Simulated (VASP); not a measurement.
# PtSe2 (P-1) in VASP: single point with PBE

Aim: the single point of PtSe2 with PBE.

Program: VASP 6.6.1. These are calculated values, not measurements. Logs are shortened: lines on timing, memory, paths and dates and some standing lists are left out, and cuts for length are marked.

### 1 The cell of the first run

The typed cell holds 3 atoms: a = 3.730 Å, b = 3.653 Å, c = 5.277 Å, α = 90.00°, β = 90.00°, γ = 117.95°.

### 2 Single point, PBE (shear xy strain +4.7%)

INCAR reads:

```
ALGO = Normal ; EDIFF = 1E-6
ENCUT = 520 ; GGA = PE
ISIF = 2 ; ISMEAR = -1
LASPH = True ; LCHARG = False
LREAL = False ; LWAVE = False
NBANDS = 18 ; NELM = 100
PREC = Accurate ; SIGMA = 0.02
```

KPOINTS reads:

```
k-points
0
Gamma
  12 12 6
```

POSCAR reads:

```
PtSe2
1.0
    3.7286503637      0.0881825811      0.0000000000
   -1.7879568265      3.1850146463      0.0000000000
    0.0000000000      0.0000000000      5.2771566385
Pt Se
1 2
Direct
    0.0000000000      0.0000000000      0.0000000000
    0.3400630707      0.6663041505      0.2464462418
    0.6599369293      0.3336958495      0.7535537582
```

Potentials or basis: VASP PAW PBE potentials, release 64 (Pt, Se).

The run is started by

```console
> cat potpaw_PBE.64/Pt/POTCAR potpaw_PBE.64/Se/POTCAR > POTCAR
> mpirun -np 1 vasp_std > vasp.out
```

OUTCAR:

```text
EDIFF = 1E-6
   ENCUT = 520
   GGA = PE
   ISIF = 2
   ISMEAR = -1
   LASPH = True
   LREAL = False
   NELM = 100
   PREC = Accurate

 ion  position               nearest neighbor table
   1  0.000  0.000  0.000-   2 2.50   3 2.50   2 2.52   3 2.52   3 2.53   2 2.53
   2  0.340  0.666  0.246-   1 2.50   1 2.52   1 2.53
   3  0.660  0.334  0.754-   1 2.50   1 2.52   1 2.53

  Warning from LATTYP: Monoclinic adjustment (A1->A3, A2->A1, A3->A2)!
  LATTYP: Found a simple monoclinic cell.
 ALAT       =     3.6525481394
 B/A-ratio  =     1.4447877036
 C/A-ratio  =     1.0211208271
 COS(beta)  =    -0.4687556218

  Lattice vectors:

 A1 = (  -1.7879568265,   3.1850146463,   0.0000000000)
 A2 = (   0.0000000000,   0.0000000000,   5.2771566385)
 A3 = (   3.7286503637,   0.0881825811,   0.0000000000)

Analysis of symmetry for initial positions (statically):
=====================================================================
 Subroutine PRICEL returns:
 Original cell was already a primitive cell.

 Routine SETGRP: Setting up the symmetry group for a
 simple monoclinic supercell.

 Subroutine GETGRP returns: Found  2 space group operations
 (whereof  2 operations were pure point group operations)
 out of a pool of  4 trial point group operations.

The static configuration has the point symmetry S_2 .

Analysis of symmetry for dynamics (positions and initial velocities):
=====================================================================
 Subroutine PRICEL returns:
 Original cell was already a primitive cell.

 Routine SETGRP: Setting up the symmetry group for a
 simple monoclinic supercell.

 Subroutine GETGRP returns: Found  2 space group operations
 (whereof  2 operations were pure point group operations)
 out of a pool of  4 trial point group operations.

The dynamic configuration has the point symmetry S_2 .

 Subroutine INISYM returns: Found  2 space group operations
 (whereof  2 operations are pure point group operations),
 and found     1 'primitive' translations

----------------------------------------------------------------------------------------

                                     Primitive cell

  volume of cell :      63.5025

  direct lattice vectors                    reciprocal lattice vectors
     3.728650364  0.088182581  0.000000000     0.264679593  0.148581949  0.000000000
    -1.787956827  3.185014646  0.000000000    -0.007328107  0.309856553  0.000000000
     0.000000000  0.000000000  5.277156639     0.000000000  0.000000000  0.189495986

  length of vectors
     3.729692977  3.652548139  5.277156639     0.303532342  0.309943196  0.189495986

  position of ions in fractional coordinates (direct lattice)
     0.000000000  0.000000000  0.000000000
     0.340063071  0.666304150  0.246446242
     0.659936929  0.333695850  0.753553758

  ion indices of the primitive-cell ions
   primitive index   ion index
                 1           1
                 2           2
                 3           3

----------------------------------------------------------------------------------------

 KPOINTS: k-points

Automatic generation of k-mesh.
 Grid dimensions read from file:
 generate k-points for:   12   12    6

 Generating k-lattice:

  Cartesian coordinates                     Fractional coordinates (reciprocal lattice)
     0.022056633  0.012381829  0.000000000     0.083333333  0.000000000  0.000000000
    -0.000610676  0.025821379  0.000000000     0.000000000  0.083333333  0.000000000
     0.000000000  0.000000000  0.031582664     0.000000000  0.000000000  0.166666667

  Length of vectors
     0.025294362  0.025828600  0.031582664

  Shift w.r.t. Gamma in fractional coordinates (k-lattice)
     0.000000000  0.000000000  0.000000000

 Subroutine IBZKPT returns following result:
 ===========================================

 Found    436 irreducible k-points:

 Following reciprocal coordinates:
            Coordinates               Weight
  0.000000  0.000000  0.000000      1.000000
  0.083333 -0.000000  0.000000      2.000000
  0.166667  0.000000  0.000000      2.000000
  0.250000 -0.000000  0.000000      2.000000
  0.333333 -0.000000  0.000000      2.000000
  0.416667 -0.000000  0.000000      2.000000
[... 16 lines left out ...]
  0.250000  0.166667  0.000000      2.000000
  0.333333  0.166667  0.000000      2.000000
 [... further k-points ...]
   k-points           NKPTS =    436   k-points in BZ     NKDIM =    436   number of bands    NBANDS=     18
   number of dos      NEDOS =    301   number of ions     NIONS =      3
   total plane-waves  NPLWV =  31360
   dimension x,y,z NGX =    28 NGY =   28 NGZ =   40
   dimension x,y,z NGXF=    56 NGYF=   56 NGZF=   80
   ions per type =               1   2
   NGX,Y,Z   is equivalent  to a cutoff of  12.48, 12.74, 12.60 a.u.
   NGXF,Y,Z  is equivalent  to a cutoff of  24.96, 25.49, 25.20 a.u.
 SYSTEM =  unknown system
   PREC   = accura    normal or accurate (medium, high low for compatibility)
   ISTART =      0    job   : 0-new  1-cont  2-samecut
   ICHARG =      2    charge: 1-file 2-atom 10-const
   ISPIN  =      1    spin polarized calculation?
   LNONCOLLINEAR =      F non collinear calculations
   LSORBIT =      F    spin-orbit coupling
   LASPH  =      T    aspherical Exc in radial PAW
   ENCUT  =  520.0 eV  38.22 Ry    6.18 a.u.   6.93  6.79  9.81*2*pi/ulx,y,z
   NELM   =    100;   NELMIN=  2; NELMDL= -5     # of ELM steps
   EDIFF  = 0.1E-05   stopping-criterion for ELM
   LREAL  =      F    real-space projection
   EDIFFG = 0.1E-04   stopping-criterion for IOM
   NSW    =      0    number of steps for IOM
   IBRION =     -1    ionic relax: 0-MD 1-quasi-New 2-CG
   NFREE  =      0    steps in history (QN), initial steepest desc. (CG)
   ISIF   =      2    stress and relaxation
   ISYM   =      2    0-nonsym 1-usesym 2-fastsym
   POTIM  = 0.5000    time-step for ionic-motion
   TEBEG  =    0.0;   TEEND  =   0.0 temperature during run
   PSTRESS=    0.0 pullay stress
   NELECT =      22.0000    total number of electrons
   NUPDOWN=      -1.0000    fix difference up-down
   EMIN   =  10.00;   EMAX   =-10.00  energy-range for DOS
   EFERMI =   0.00;   METHOD = LEGACY
   ISMEAR =    -1;   SIGMA  =   0.02  broadening in eV -4-tet -1-fermi 0-gaus
   EFERMI_NEDOS =   21; number of points for ismear=-14 and -15
   IALGO  =     38    algorithm
   IMIX   =      4    mixing-type and parameters
     AMIX     =   0.40;   BMIX     =  1.00
     AMIX_MAG =   1.60;   BMIX_MAG =  1.00
  volume/ion in A,a.u.               =      21.17       142.85
  Fermi-wavevector in a.u.,A,eV,Ry     =   1.149791  2.172789 17.987151  1.322018
  Thomas-Fermi vector in A             =   2.286458
   LORBIT       =      0    0 simple, 1 ext, 2 COOP (PROOUT), +10 PAW based schemes
   GGA     = PE    functional components
   LHFCALC =     F    Hartree Fock is set to
   AEXX    =    0.0000 exact exchange contribution
   IVDW    =     0    specifies the selected vdW correction
   LEPSILON=     F    determine dielectric tensor
   LRPA    =     F    only Hartree local field effects (RPA)
 non-spin polarized calculation
  energy-cutoff  :      520.00
  volume of cell :       63.50
 maximum number of plane-waves:      1732
   NGX = 13   NGY = 13   NGZ = 19

 number of electron      22.0000001 magnetization

 Free energy of the ion-electron system (eV)
  ---------------------------------------------------
  ext. energy  EPLUGINS =         0.00000000
  ---------------------------------------------------
  free energy    TOTEN  =       -14.22219573 eV

  energy without entropy =      -14.22145629  energy(sigma->0) =      -14.22182601

 E-fermi :   6.0138     XC(G=0): -10.3901

 val. band max:        6.0070257971   @ k =  -0.2500  -0.0833   0.3333
 cond. band min:       6.0235399149   @ k =   0.2500   0.4167   0.0000
 fundamental gap:      0.0165141178
 Fermi energy:         6.0137678573

 k-point     1 :       0.0000    0.0000    0.0000
  band No.  band energies     occupation
      1      -9.4160      2.00000
      2      -6.9416      2.00000
      3      -0.9602      2.00000
      4      -0.2708      2.00000
      5      -0.1622      2.00000
      6       2.0052      2.00000
[... 10 lines left out ...]
     17      13.6957      0.00000
     18      17.5126      0.00000

 k-point     2 :       0.0833   -0.0000    0.0000
  band No.  band energies     occupation
      1      -9.3441      2.00000
      2      -6.9658      2.00000
      3      -0.8733      2.00000
      4      -0.2265      2.00000
      5      -0.1182      2.00000
      6       1.9082      2.00000
[... 10 lines left out ...]
     17      13.9093      0.00000
     18      16.1592      0.00000

 k-point     3 :       0.1667    0.0000    0.0000
  band No.  band energies     occupation
      1      -9.1360      2.00000
      2      -7.0346      2.00000
      3      -0.6275      2.00000
      4      -0.0923      2.00000
      5       0.0048      2.00000
      6       1.5343      2.00000
[... 10 lines left out ...]
     17      14.4760      0.00000
     18      14.8596      0.00000

 k-point     4 :       0.2500   -0.0000    0.0000
  band No.  band energies     occupation
      1      -8.8164      2.00000
      2      -7.1391      2.00000
      3      -0.3225      2.00000
      4       0.1453      2.00000
      5       0.1764      2.00000
      6       0.8768      2.00000
[... 375 lines left out ...]
      4       0.1261      2.00000
      5       0.2010      2.00000
      6       0.9530      2.00000
[... 10 lines left out ...]
     17      13.9219      0.00000
     18      14.6854      0.00000

 k-point    23 :       0.2500    0.1667    0.0000
  band No.  band energies     occupation
      1      -8.2950      2.00000
      2      -7.2715      2.00000
      3      -0.2034      2.00000
      4       0.1019      2.00000
      5       0.5059      2.00000
      6       0.7796      2.00000
[... 10 lines left out ...]
     17      14.1171      0.00000
     18      15.1245      0.00000

 k-point    24 :       0.3333    0.1667    0.0000
  band No.  band energies     occupation
      1      -7.9588      2.00000
      2      -7.3940      2.00000
      3      -0.7136      2.00000
      4       0.1319      2.00000
      5       0.7741      2.00000
      6       1.0662      2.00000
[... 10 lines left out ...]
     17      15.0323      0.00000
     18      15.2887      0.00000

 [... further k-points ...]
[... 5 lines left out ...]
  --------------------------------------------------------------------------------------
  -------------------------------------------------------------------------------------
  Total        1.7239763      1.7228233      1.0284010     -1.0346815     -0.0157681      0.3273248
  in kB       43.4961601     43.4670692     25.9466999    -26.1051576     -0.3978302      8.2584494
  external PRESSURE =      37.6366431 kB  Pullay stress =       0.0000000 kB

 VOLUME and BASIS-vectors are now :
 -----------------------------------------------------------------------------
  energy-cutoff  :      520.00
  volume of cell :       63.50
      direct lattice vectors                 reciprocal lattice vectors
     3.728650364  0.088182581  0.000000000     0.264679593  0.148581949  0.000000000
    -1.787956827  3.185014646  0.000000000    -0.007328107  0.309856553  0.000000000
     0.000000000  0.000000000  5.277156639     0.000000000  0.000000000  0.189495986

 POSITION                                       TOTAL-FORCE (eV/Angst)
 -----------------------------------------------------------------------------------
      0.00000      0.00000      0.00000         0.000000      0.000000      0.000000
      0.07665      2.15218      1.30054         0.034449      0.002962      0.168367
      1.86404      1.12102      3.97662        -0.034449     -0.002962     -0.168367
 -----------------------------------------------------------------------------------
    total drift:                                0.000000     -0.000000     -0.000000

  FREE ENERGIE OF THE ION-ELECTRON SYSTEM (eV)
  ---------------------------------------------------
  free  energy   TOTEN  =       -14.2221957300 eV

  energy  without entropy=      -14.2214562880  energy(sigma->0) =      -14.22182601
```

Wall time 2.4 min (1 thread of Intel Xeon 6975P-C (Granite Rapids), shared host); peak memory 0.58 GiB.

Results:

| Property | Result |
| --- | --- |
| Free energy | -14.2222 eV |
| Pressure | 3.8 GPa |
| Largest force | 0.172 eV/Å |
| Band gap on the k mesh | zero (band 11 reaches 6.20 eV, above the bottom of band 12 at 5.96 eV) |

Forces on the atoms (eV/Å):
```
Pt   0.000  0.000  0.000
Se   0.034  0.003  0.168
Se  -0.034 -0.003 -0.168
```

Stress tensor (GPa, compression positive):
```
 4.35 -2.61  0.83
-2.61  4.35 -0.04
 0.83 -0.04  2.59
```

Levels at points of the mesh, in eV from the Fermi level:
| k point | band 8 | band 9 | band 10 | band 11 | band 12 | band 13 | band 14 | band 15 |
| --- | --- | --- | --- | --- | --- | --- | --- | --- |
| (0.00, 0.00, 0.00) | -2.61 | -1.20 | -0.84 | 0.19 | 1.50 | 1.52 | 3.85 | 4.01 |
| (0.50, 0.00, 0.00) | -3.42 | -3.30 | -3.03 | -2.98 | 0.66 | 2.20 | 4.82 | 5.95 |
| (0.00, 0.50, 0.00) | -3.47 | -3.26 | -3.25 | -2.90 | 0.67 | 2.16 | 4.62 | 5.67 |
| (0.50, 0.50, 0.00) | -3.41 | -3.37 | -3.31 | -2.86 | 0.71 | 2.11 | 4.38 | 5.42 |
| (0.00, 0.00, 0.50) | -2.90 | -1.81 | -1.48 | -1.21 | 2.11 | 2.19 | 4.72 | 6.05 |
| (0.50, 0.00, 0.50) | -3.41 | -3.21 | -2.50 | -1.56 | 1.13 | 1.38 | 4.41 | 4.95 |
| (0.00, 0.50, 0.50) | -3.41 | -3.06 | -2.72 | -1.52 | 1.05 | 1.49 | 4.23 | 4.78 |
| (0.50, 0.50, 0.50) | -3.38 | -2.99 | -2.95 | -1.48 | 0.98 | 1.55 | 4.05 | 4.61 |

Caveat: the cell differs from its parent crystal (shear xy strain +4.7%); spin-orbit coupling is left out, which moves the levels of the heavy elements.
